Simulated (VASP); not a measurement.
The system is MgO.

```
Mg O
1.0
     2.62335    0.00000    0.00000
     0.00000    2.62335    0.00000
     0.00000    0.00000    2.62335
Mg O
1 1
Direct
  0.00000 0.00000 0.00000
  0.50000 0.50000 0.50000
```

Base run:

| Property | Result |
| --- | --- |
| Program | VASP 6.6.1 |
| Functional | PBEsol |
| Potentials or basis | VASP PAW PBE potentials, release 64 (Mg, O) |
| Cutoff | 600 eV |
| k mesh | 6 × 6 × 6 |
| Occupations | gaussian, width 0.01 eV |
| Spin | no spin polarisation |

Its results: band gap on the k mesh 2.57 eV, indirect (least direct gap 3.60 eV); pressure 1.0 GPa.

Problem. The run is repeated on the same cell with these changes: functional from PBEsol to PBE; k mesh from 6 × 6 × 6 to 4 × 4 × 4. What comes out?

Solution. Band gap on the k mesh 2.59 eV, indirect (least direct gap 3.62 eV); pressure 5.3 GPa.

Several settings changed at once, so the effect can't be laid on one alone.

Caveats: some runs use coarse meshes; the PAW data sets were made with another functional, which shifts forces and pressure a little (some runs).

A k mesh can miss the band edges.
